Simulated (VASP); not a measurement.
**AlN: dielectric tensor with r2SCAN**

The system is AlN.

```
Al N
1.0
     0.00000    2.18488    2.25042
     2.18488    0.00000    2.25042
     2.18488    2.18488    0.00000
Al N
1 1
Cartesian
  0.0000 0.0000 0.0000
  1.0924 1.0924 1.1252
```

This cell differs from its parent crystal: uniaxial z strain +3.0%.

| Property | Result |
| --- | --- |
| Program | VASP 6.6.1 |
| Task | dielectric tensor |
| Functional | r2SCAN |
| Potentials or basis | VASP PAW PBE potentials, release 64 (Al, N) |
| Cutoff | 520 eV |
| k mesh | 8 × 8 × 8 |
| Occupations | gaussian, width 0.01 eV |
| Spin | no spin polarisation |
| Dipole correction | no |
| Further INCAR settings | ALGO = Normal; EDIFF = 1e-08 |

* Band gap on the k mesh: 3.82 eV (least direct gap 4.56 eV)
* Electronic dielectric tensor (diagonal): 4.30, 4.30, 4.29
* Born charges (mean of the diagonal): Al +2.53; N -2.53 e

Levels at points of the mesh, in eV from the valence-band top:
```
           k point  band 1  band 2  band 3  band 4  band 5  band 6  band 7  band 8
(0.00, 0.00, 0.00)  -15.61   -0.13    0.00    0.00    4.56   13.15   13.15   13.19
(0.50, 0.00, 0.00)  -13.69   -5.81   -0.66   -0.40    7.83   10.56   11.48   11.97
(0.50, 0.50, 0.00)  -13.17   -5.09   -1.65   -1.65    3.96    9.54   14.36   16.67
(0.50, 0.00, 0.50)  -13.04   -4.81   -1.90   -1.89    3.82    9.08   14.89   15.98
```

Electronic dielectric tensor:
```
4.30 0.00 0.00
0.00 4.30 0.00
0.00 0.00 4.29
```

Born effective charge tensors (e):
atom 1, Al
```
2.52 0.00 0.00
0.00 2.52 0.00
0.00 0.00 2.54
```
atom 2, N
```
-2.52  0.00  0.00
 0.00 -2.52  0.00
 0.00  0.00 -2.54
```

Dipole moments of the cell (e·Å, modulo the quantum): ionic 5.462, 5.462, 5.626; electronic 0.000, 0.000, 0.004

It took 14 min on 1 thread of Intel(R) Xeon(R) Platinum 8259CL CPU @ 2.50GHz (Skylake/Cascade Lake) (shared host), peak memory 0.3 GiB.

Caveat: the cell differs from its parent crystal (uniaxial z strain +3.0%). A k mesh can miss the band edges.
